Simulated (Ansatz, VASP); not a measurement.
**One calculation of NaH, two programs**

```
Na H
1.0
     0.00000    2.42149    2.42149
     2.42149    0.00000    2.42149
     2.42149    2.42149    0.00000
Na H
1 1
Direct
  0.00000 0.00000 0.00000
  0.50000 0.50000 0.50000
```

Change from the starting cell: hydrostatic strain +1.0%.

Alike in both runs: task single point; functional PBE; k mesh 10 × 10 × 10; occupations fermi-dirac, width 0.02 eV; no spin polarisation.

|  | VASP | Ansatz |
| --- | --- | --- |
| version | VASP 6.6.1 | Ansatz 0.2.0 |
| potentials or method | VASP PAW PBE potentials, release 64 (Na_pv, H) | plane waves, PAW |
| plane-wave cutoff (eV) | 520 | 420 |
| valence electrons in the cell | 8 | 10 |

|  | VASP | Ansatz | Ansatz less VASP |
| --- | --- | --- | --- |
| gap on the k mesh at the Fermi level (eV) | 3.77 | 3.77 | +0.002 |
| pressure (GPa) | -0.2 | -0.2 | +0.03 |

VASP's potentials hold 8 valence electrons a cell and Ansatz's 10, so a difference there can come from the potentials and not from the codes.
